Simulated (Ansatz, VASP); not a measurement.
# One calculation of BaTiO3, two programs

```xyz
5
Lattice="3.9724 0.0000 0.0000 0.0000 3.9724 0.0000 0.0000 0.0000 4.1122" Properties=species:S:1:pos:R:3 pbc="T T T"
Ba    0.0000    0.0000   -0.0179
Ti    1.9862    1.9862    1.9637
O     1.9862    1.9862    0.1421
O     1.9862    0.0000    2.1287
O     0.0000    1.9862    2.1287
```

Alike in both runs: task single point; functional PBE; k mesh 6 × 6 × 6; non-collinear spin, spin-orbit coupling.

```csv
,VASP,Ansatz
version,VASP 6.6.1,Ansatz 0.2.0
potentials or method,"VASP PAW PBE potentials, release 64 (Ba_sv, Ti_sv, O)","plane waves, PAW"
plane-wave cutoff (eV),520,420
occupations,"gaussian, width 0.01 eV",fixed
valence electrons in the cell,40,40
```

```csv
,VASP,Ansatz,Ansatz less VASP
pressure (GPa),4.9,3.2,-1.77
"traceless stress, the component that is largest in VASP (GPa)",0.13,0.10,-0.028
rms of the force components (eV/Å),0.062,0.040,-0.0227
```

Atom by atom the forces differ by 0.029 eV/Å (rms over components).
